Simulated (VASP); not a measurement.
A run of VASP 6.6.1 is set up as follows.

Contents of POSCAR:

```
LiCl
1.0
    0.0000000000      2.6288790000      2.5647600000
    2.6288790000      0.0000000000      2.5647600000
    2.6288790000      2.6288790000      0.0000000000
Li Cl
1 1
Direct
    0.0000000000      0.0000000000      0.0000000000
    0.5000000000      0.5000000000      0.5000000000
```

INCAR.step1

```
  PREC = Accurate
  ENCUT = 520
  ISMEAR = 0
  SIGMA = 0.05
  LREAL = False
  LASPH = True
  NELM = 100
  NBANDS = 12
  GGA = PE
  ALGO = Normal
  EDIFF = 1E-4
  LWAVE = True
  LCHARG = False
```

Contents of INCAR.step2:

```
  PREC = Accurate
  ENCUT = 520
  EDIFF = 1E-6
  ISMEAR = 0
  SIGMA = 0.05
  LREAL = False
  LASPH = True
  NELM = 100
  ALGO = Normal
  ISIF = 2
  LWAVE = False
  LCHARG = True
  METAGGA = R2SCAN
  LMIXTAU = True
  LELF = True
  LVHAR = True
  NBANDS = 12
  ISTART = 1
```

File KPOINTS:

```
regular mesh
0
Gamma
  8 8 8
```

Potentials or basis: VASP PAW PBE potentials, release 64 (Li_sv, Cl).

Run with:

```sh
$ cat potpaw_PBE.64/Li_sv/POTCAR potpaw_PBE.64/Cl/POTCAR > POTCAR
$ cp INCAR.step1 INCAR
$ mpirun -np 1 vasp_std > vasp.out
$ cp INCAR.step2 INCAR
$ mpirun -np 1 vasp_std > vasp.out
```

**Question.** What does it give for the band gap on the k mesh?

**Answer.** 6.98 eV, direct.

Caveat: the cell differs from its parent crystal (strain +0.025 along x and y, +0.000 along z). A k mesh can miss the band edges.
